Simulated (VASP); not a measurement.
# TiW14 (a cell with a defect) in VASP: notebook

The runs below take TiW14 (a cell with a defect) through single point, with PBE.

All numbers are computed with VASP 6.6.1; they aren't measurements. Logs are shortened: lines on timing, memory, paths and dates and some standing lists are left out, and cuts for length are marked.

### Step 1. The cell of the first run

The cell holds a defect, 15 atoms: a = 6.320 Å, b = 6.320 Å, c = 6.320 Å, α = 90.00°, β = 90.00°, γ = 90.00°.

### Step 2. Single point, PBE

Contents of INCAR:

```
SYSTEM = TiW14
  PREC = Accurate
  ENCUT = 520
  EDIFF = 1E-6
  ISMEAR = 0
  SIGMA = 0.1
  LREAL = Auto
  LASPH = .True.
  NELM = 60
  ALGO = Normal
  ISIF = 2
  LWAVE = .False.
  LCHARG = .False.
  GGA = PE
  NBANDS = 117
```

Contents of KPOINTS:

```
regular mesh
0
Gamma
  3 3 3
  0 0 0
```

Contents of POSCAR:

```
TiW14
1.0
    6.3200000000      0.0000000000      0.0000000000
    0.0000000000      6.3200000000      0.0000000000
    0.0000000000      0.0000000000      6.3200000000
Ti W
1 14
Direct
    0.2149425633      0.2138541139      0.2141944620
    0.5062126582     -0.0040299051     -0.0039194620
   -0.0036344937      0.5055352848     -0.0037547468
   -0.0036751582     -0.0039109177      0.5057485759
    0.4979686709      0.4976047468     -0.0008009494
    0.4979386076     -0.0009511076      0.4977212025
    0.7438403481      0.2530340190      0.2531208861
   -0.0006061709      0.4976598101      0.4978117089
    0.2535098101      0.7431683544      0.2534731013
    0.2534170886      0.2532882911      0.7434156646
    0.4998957278      0.4996284810      0.4997661392
    0.7583049051      0.7578349684      0.2471235759
    0.7581781646      0.2470965190      0.7578805380
    0.2470360759      0.7582139241      0.7583916139
    0.7503868671      0.7502525316      0.7503226266
```

Potentials or basis: VASP PAW PBE potentials, release 64 (Ti_sv, W_sv).

Command:

```sh
> cat potpaw_PBE.64/Ti_sv/POTCAR potpaw_PBE.64/W_sv/POTCAR > POTCAR
> mpirun -np 1 vasp_std > vasp.out
```

OUTCAR:

```text
SYSTEM = TiW14
   PREC = Accurate
   ENCUT = 520
   EDIFF = 1E-6
   ISMEAR = 0
   LREAL = Auto
   LASPH = .True.
   NELM = 60
   ISIF = 2
   GGA = PE

 ion  position               nearest neighbor table
   1  0.215  0.214  0.214-   2 2.68   4 2.68   3 2.68   6 2.87   5 2.87   8 2.88   9 3.00  10 3.00
                             7 3.00  11 3.12
   2  0.506  0.996  0.996-   1 2.68  14 2.68  15 2.68  12 2.71  13 2.71   7 2.74  10 2.78   9 2.78
                             6 3.15   5 3.15   5 3.17   6 3.17
   3  0.996  0.506  0.996-  13 2.68   1 2.68  15 2.69  14 2.71  12 2.71   9 2.75   7 2.78  10 2.78
                             5 3.15   8 3.15   8 3.17   5 3.17
   4  0.996  0.996  0.506-   1 2.68  12 2.68  15 2.69  14 2.71  13 2.71  10 2.75   7 2.78   9 2.78
                             6 3.15   8 3.15   8 3.17   6 3.17
   5  0.498  0.498  0.999-   9 2.72   7 2.72  10 2.72  13 2.75  14 2.75  15 2.75  12 2.80   1 2.87
                             2 3.15   3 3.15  11 3.16  11 3.16   3 3.17   2 3.17
   6  0.498  0.999  0.498-  10 2.72   7 2.72   9 2.72  12 2.75  14 2.75  15 2.75  13 2.80   1 2.87
                             2 3.15   4 3.15  11 3.16  11 3.16   4 3.17   2 3.17
   7  0.744  0.253  0.253-  11 2.69   5 2.72   6 2.72   8 2.72   2 2.74   3 2.78   4 2.78   1 3.00
                            12 3.13  13 3.13  13 3.19  12 3.19
   8  0.999  0.498  0.498-   9 2.72  10 2.72   7 2.72  13 2.74  12 2.75  15 2.75  14 2.81   1 2.88
                             4 3.15   3 3.15  11 3.16  11 3.16   3 3.17   4 3.17
   9  0.254  0.743  0.253-  11 2.69   8 2.72   5 2.72   6 2.72   3 2.75   4 2.78   2 2.78   1 3.00
                            14 3.13  12 3.13  12 3.19  14 3.19
  10  0.253  0.253  0.743-  11 2.69   8 2.72   6 2.72   5 2.72   4 2.75   3 2.78   2 2.78   1 3.00
                            14 3.13  13 3.13  13 3.19  14 3.19
  11  0.500  0.500  0.500-   9 2.69  10 2.69   7 2.69  15 2.74  13 2.81  12 2.81  14 2.81   1 3.12
                             6 3.16   5 3.16   8 3.16   8 3.16   5 3.16   6 3.16
  12  0.758  0.758  0.247-   4 2.68   3 2.71   2 2.71   8 2.75   6 2.75   5 2.80  11 2.81   7 3.13
                             9 3.13  15 3.14  15 3.18   7 3.19   9 3.19
  13  0.758  0.247  0.758-   3 2.68   4 2.71   2 2.71   8 2.74   5 2.75   6 2.80  11 2.81   7 3.13
                            10 3.13  15 3.14  15 3.18   7 3.19  10 3.19
  14  0.247  0.758  0.758-   2 2.68   3 2.71   4 2.71   5 2.75   6 2.75   8 2.81  11 2.81  10 3.13
                             9 3.13  15 3.14  15 3.18   9 3.19  10 3.19
  15  0.750  0.750  0.750-   2 2.68   4 2.69   3 2.69  11 2.74   6 2.75   5 2.75   8 2.75  14 3.14
                            12 3.14  13 3.14  13 3.18  12 3.18  14 3.18

  LATTYP: Found a simple cubic cell.
 ALAT       =     6.3200000000

  Lattice vectors:

 A1 = (   6.3200000000,   0.0000000000,   0.0000000000)
 A2 = (   0.0000000000,   6.3200000000,   0.0000000000)
 A3 = (   0.0000000000,   0.0000000000,   6.3200000000)

Analysis of symmetry for initial positions (statically):
[... 166 lines left out ...]
   LHFCALC =     F    Hartree Fock is set to
   AEXX    =    0.0000 exact exchange contribution
   IVDW    =     0    specifies the selected vdW correction
   LEPSILON=     F    determine dielectric tensor
   LRPA    =     F    only Hartree local field effects (RPA)
 non-spin polarized calculation
 Gauss-broadening in eV      SIGMA  =   0.10
  energy-cutoff  :      520.00
  volume of cell :      252.44
 maximum number of plane-waves:      6859
   NGX = 23   NGY = 23   NGZ = 23

 number of electron     208.0000018 magnetization

 Free energy of the ion-electron system (eV)
  ---------------------------------------------------
  ext. energy  EPLUGINS =         0.00000000
  ---------------------------------------------------
  free energy    TOTEN  =      -186.12749543 eV

  energy without entropy =     -186.06478323  energy(sigma->0) =     -186.09613933

 E-fermi :  10.0972     XC(G=0): -13.1162

 val. band max:       10.0862184089   @ k =   0.0000   0.3333   0.3333
 cond. band min:      10.1041283875   @ k =   0.0000   0.3333   0.0000
 fundamental gap:      0.0179099786
 Fermi energy:        10.0971541746

 k-point     1 :       0.0000    0.0000    0.0000
  band No.  band energies     occupation
      1     -63.7741      2.00000
      2     -63.7405      2.00000
      3     -63.7394      2.00000
      4     -63.6730      2.00000
      5     -63.6444      2.00000
      6     -63.6362      2.00000
[... 1655 lines left out ...]
    115      12.2246      0.00000
    116      12.4955      0.00000
 [bands above 116 left out]

------------------------ aborting loop because EDIFF is reached ----------------------------------------

  FORCE on cell =-STRESS in cart. coord.  units (eV):
  Direction    XX          YY          ZZ          XY          YZ          ZX
  --------------------------------------------------------------------------------------
  -------------------------------------------------------------------------------------
  Total        0.4540773      0.4211940      0.4325895     -1.6689253     -1.6874210     -1.6602482
  in kB        2.8819678      2.6732622      2.7455877    -10.5924455    -10.7098353    -10.5373733
  external PRESSURE =       2.7669392 kB  Pullay stress =       0.0000000 kB

 VOLUME and BASIS-vectors are now :
 -----------------------------------------------------------------------------
  energy-cutoff  :      520.00
  volume of cell :      252.44
      direct lattice vectors                 reciprocal lattice vectors
     6.320000000  0.000000000  0.000000000     0.158227848  0.000000000  0.000000000
     0.000000000  6.320000000  0.000000000     0.000000000  0.158227848  0.000000000
     0.000000000  0.000000000  6.320000000     0.000000000  0.000000000  0.158227848

 POSITION                                       TOTAL-FORCE (eV/Angst)
 -----------------------------------------------------------------------------------
      1.35844      1.35156      1.35371         0.604410      0.643856      0.634795
      3.19926      6.29453      6.29523        -0.102574     -0.007156     -0.004174
      6.29703      3.19498      6.29627        -0.010898     -0.088013     -0.018577
      6.29677      6.29528      3.19633        -0.007465     -0.017186     -0.090932
      3.14716      3.14486      6.31494        -0.035918     -0.037552     -0.025109
      3.14697      6.31399      3.14560        -0.034359     -0.024797     -0.035637
      4.70107      1.59918      1.59972         0.017709     -0.085614     -0.083309
      6.31617      3.14521      3.14617        -0.023919     -0.039892     -0.039956
      1.60218      4.69682      1.60195        -0.088477      0.031703     -0.096447
      1.60160      1.60078      4.69839        -0.085259     -0.095377      0.026547
      3.15934      3.15765      3.15852        -0.026523     -0.032361     -0.032055
      4.79249      4.78952      1.56182        -0.045811     -0.042777     -0.094752
      4.79169      1.56165      4.78981        -0.040873     -0.099679     -0.038542
      1.56127      4.79191      4.79303        -0.084052     -0.057824     -0.058877
      4.74245      4.74160      4.74204        -0.035990     -0.047329     -0.042974
 -----------------------------------------------------------------------------------
    total drift:                               -0.007286      0.003739      0.001413

  FREE ENERGIE OF THE ION-ELECTRON SYSTEM (eV)
  ---------------------------------------------------
  free  energy   TOTEN  =      -186.1274954314 eV

  energy  without entropy=     -186.0647832343  energy(sigma->0) =     -186.09613933
```

OSZICAR:

```text
N       E                     dE             d eps       ncg     rms          rms(c)
DAV:   1     0.326586543647E+04    0.32659E+04   -0.11895E+05  3356   0.212E+03
DAV:   2     0.103839302079E+03   -0.31620E+04   -0.31084E+04  3276   0.711E+02
DAV:   3    -0.173018044984E+03   -0.27686E+03   -0.25976E+03  4022   0.182E+02
[... 13 lines left out ...]
DAV:  17    -0.186127561122E+03   -0.70838E-04   -0.36792E-04  4152   0.689E-02    0.767E-02
DAV:  18    -0.186127508437E+03    0.52685E-04   -0.12109E-04  4064   0.426E-02    0.362E-02
DAV:  19    -0.186127498754E+03    0.96831E-05   -0.22715E-05  3536   0.172E-02    0.168E-02
DAV:  20    -0.186127495788E+03    0.29660E-05   -0.73335E-06  3416   0.967E-03    0.657E-03
DAV:  21    -0.186127495431E+03    0.35680E-06   -0.44224E-06  3144   0.679E-03
   1 F= -.18612750E+03 E0= -.18609614E+03  d E =-.627122E-01
```

stdout:

```text
POSCAR found type information on POSCAR TiW
 POSCAR found :  2 types and      15 ions
 scaLAPACK will be used
 LDA part: xc-table for (Slater+PW92), standard interpolation
 POSCAR, INCAR and KPOINTS ok, starting setup
 FFT: planning ... GRIDC
 FFT: planning ... GRID_SOFT
 FFT: planning ... GRID
 WAVECAR not read
 entering main loop
```

Run time: 11 min. Hardware: 1 thread of AMD EPYC 7R13 (Zen 3), shared host; peak memory 0.44 GiB.

Results:

```
Free energy            : -186.1275 eV
Pressure               : 0.3 GPa
Largest force          : 1.088 eV/Å
Band gap on the k mesh : zero (bands 104 and 105 overlap by 0.92 eV)
```

Forces in eV/Å, atoms in the order of the input:
```
Ti   0.604  0.644  0.635
W   -0.103 -0.007 -0.004
W   -0.011 -0.088 -0.019
W   -0.007 -0.017 -0.091
W   -0.036 -0.038 -0.025
W   -0.034 -0.025 -0.036
W    0.018 -0.086 -0.083
W   -0.024 -0.040 -0.040
W   -0.088  0.032 -0.096
W   -0.085 -0.095  0.027
W   -0.027 -0.032 -0.032
W   -0.046 -0.043 -0.095
W   -0.041 -0.100 -0.039
W   -0.084 -0.058 -0.059
W   -0.036 -0.047 -0.043
```

Caveat: spin-orbit coupling is left out, which moves the levels of the heavy elements.

### Step 3. Single point, PBE

Contents of INCAR:

```
SYSTEM = TiW14
ALGO = Normal ; EDIFF = 1E-6
ENCUT = 520 ; GGA = PE
ISIF = 2 ; ISMEAR = 0
LASPH = .TRUE. ; LCHARG = .FALSE.
LREAL = Auto ; LWAVE = .FALSE.
NBANDS = 117 ; NELM = 80
PREC = Accurate ; SIGMA = 0.1
```

Contents of KPOINTS:

```
k-points
0
G
  3 3 3
  0 0 0
```

Contents of POSCAR:

```
TiW14
1.0
    6.3200000000      0.0000000000      0.0000000000
    0.0000000000      6.3200000000      0.0000000000
    0.0000000000      0.0000000000      6.3200000000
Ti W
1 14
Direct
    0.1841250000      0.1831615506      0.1835549051
    0.5067248418     -0.0066072785     -0.0062137658
   -0.0056409810      0.5057577532     -0.0062137658
   -0.0056414557     -0.0066074367      0.5061517405
    0.4963575949      0.4953911392     -0.0025481013
    0.4963574367     -0.0029425633      0.4957849684
    0.7402806962      0.2531647152      0.2535591772
   -0.0019753165      0.4953906646      0.4957848101
    0.2541318038      0.7393137658      0.2535590190
    0.2541318038      0.2531648734      0.7397079114
    0.4983735759      0.4974063291      0.4978006329
    0.7576047468      0.7566379747      0.2473343354
    0.7576049051      0.2469400316      0.7570322785
    0.2479069620      0.7566384494      0.7570321203
    0.7495669304      0.7486004747      0.7489943038
```

Potentials or basis: VASP PAW PBE potentials, release 64 (Ti_sv, W_sv).

Command:

```sh
> cat potpaw_PBE.64/Ti_sv/POTCAR potpaw_PBE.64/W_sv/POTCAR > POTCAR
> mpirun -np 1 vasp_std > vasp.out
```

Wall time 5.5 min (1 thread of Intel Xeon Platinum 8375C at 2.90GHz (Ice Lake), shared host); peak memory 0.39 GiB.

Results (log left out):

```yaml
Free_energy: -185.7230 eV
Pressure: 0.7 GPa
Largest_force: 1.208 eV/Å
Band_gap_on_the_k_mesh: zero (bands 104 and 105 overlap by 0.88 eV)
```

Forces on the atoms (eV/Å):
```
Ti   0.698  0.698  0.698
W   -0.083 -0.042 -0.042
W   -0.042 -0.083 -0.042
W   -0.042 -0.042 -0.083
W   -0.025 -0.025 -0.063
W   -0.025 -0.063 -0.025
W   -0.041 -0.083 -0.083
W   -0.063 -0.025 -0.025
W   -0.083 -0.041 -0.083
W   -0.083 -0.083 -0.041
W   -0.053 -0.053 -0.053
W   -0.006 -0.006 -0.084
W   -0.006 -0.084 -0.006
W   -0.084 -0.006 -0.006
W   -0.064 -0.064 -0.064
```

Stress tensor (GPa, compression positive):
```
 0.68 -1.96 -1.96
-1.96  0.68 -1.96
-1.96 -1.96  0.68
```

Levels at points of the mesh, in eV from the Fermi level:
```tsv
k point	band 102	band 103	band 104	band 105	band 106	band 107
(0.00, 0.00, 0.00)	0.13	0.25	0.34	0.34	1.02	1.02
```

Caveat: spin-orbit coupling is left out, which moves the levels of the heavy elements.

### Step 4. Single point, PBE

Contents of INCAR:

```
  PREC = Accurate
  ENCUT = 520
  EDIFF = 1E-6
  ISMEAR = 0
  SIGMA = 0.1
  LREAL = Auto
  LASPH = T
  NELM = 60
  ALGO = Normal
  ISIF = 2
  LWAVE = F
  LCHARG = F
  GGA = PE
  NBANDS = 117
```

Contents of KPOINTS:

```
regular mesh
0
Gamma
  3 3 3
```

Contents of POSCAR:

```
TiW14
1.0
    6.3200000000      0.0000000000      0.0000000000
    0.0000000000      6.3200000000      0.0000000000
    0.0000000000      0.0000000000      6.3200000000
Ti W
1 14
Direct
    0.1854112342      0.1839498418      0.1844430380
    0.5082634494     -0.0053159810     -0.0050810127
   -0.0045055380      0.5071080696     -0.0047952532
   -0.0045781646     -0.0051123418      0.5074887658
    0.4976332278      0.4969300633     -0.0012803797
    0.4975824367     -0.0015792722      0.4971656646
    0.7416068038      0.2545155063      0.2547398734
   -0.0008775316      0.4970177215      0.4973140823
    0.2552960443      0.7405811709      0.2550833861
    0.2552088608      0.2547621835      0.7409890823
    0.4993052215      0.4986890823      0.4989778481
    0.7588805380      0.7580965190      0.2487068038
    0.7587854430      0.2485180380      0.7583033228
    0.2488829114      0.7584137658      0.7587259494
    0.7505367089      0.7499835443      0.7502088608
```

Command:

```sh
> cat potpaw_PBE.64/Ti_sv/POTCAR potpaw_PBE.64/W_sv/POTCAR > POTCAR
> mpirun -np 1 vasp_std > vasp.out
```

Wall time 34 min (1 thread of Intel Xeon 8259CL, shared host); peak memory 0.48 GiB.

Results (log left out):

- Free energy: -185.7188 eV
- Pressure: 0.7 GPa
- Largest force: 1.219 eV/Å
- Band gap on the k mesh: zero (bands 104 and 105 overlap by 0.88 eV)

Forces in eV/Å, atoms in the order of the input:
```
Ti   0.686  0.720  0.705
W   -0.105 -0.024 -0.020
W   -0.032 -0.081 -0.040
W   -0.027 -0.039 -0.085
W   -0.037 -0.039 -0.059
W   -0.035 -0.058 -0.035
W   -0.047 -0.077 -0.073
W   -0.060 -0.042 -0.041
W   -0.077 -0.030 -0.089
W   -0.072 -0.089 -0.037
W   -0.036 -0.045 -0.043
W   -0.016 -0.014 -0.086
W   -0.012 -0.091 -0.010
W   -0.078 -0.027 -0.027
W   -0.052 -0.064 -0.059
```

Stress tensor (GPa, compression positive):
```
 0.68 -1.97 -1.97
-1.97  0.68 -1.98
-1.97 -1.98  0.68
```

Levels at points of the mesh, in eV from the Fermi level:
```csv
k point,band 100,band 101,band 102,band 103,band 104,band 105,band 106,band 107,band 108,band 109
"(0.00, 0.00, 0.00)",-0.15,-0.15,0.13,0.25,0.34,0.35,1.02,1.02,1.18,1.23
```

Caveat: spin-orbit coupling is left out, which moves the levels of the heavy elements.
